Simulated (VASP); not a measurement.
Runs of VASP 6.6.1 on Ca. The structure is that of space group Fm-3m (No. 225), or close to it. The cells are those of the table. 

```tsv
cell	gap on the mesh (eV)	pressure (GPa)
a = 4.011, b = 4.011, c = 4.070 Å, angles 59.5, 59.5, 61.0°, 1 atom	none	-1.1
a = 3.833 Å, angles 60.0°, 1 atom	none	(a)
a = 3.893, b = 3.893, c = 3.833 Å, angles 60.5, 60.5, 59.0°, 1 atom	none	1.0
a = 3.953, b = 3.953, c = 3.833 Å, angles 61.0, 61.0, 58.0°, 1 atom	none	0.4
a = 3.893, b = 3.893, c = 3.952 Å, angles 59.5, 59.5, 61.0°, 1 atom	none	0.4
```

Alike in all rows: task single point; level r2SCAN; potentials or basis VASP PAW PBE potentials, release 64 (Ca_sv); no spin polarisation; k mesh 14 × 14 × 14; cutoff (eV) 520; smearing gaussian 0.15 eV.

Estimate the missing entries.

(a) 1.7.

Caveats: the PAW data sets were made with another functional, which shifts forces and pressure a little.

A gap of «none» marks levels without a gap at the run's occupations.
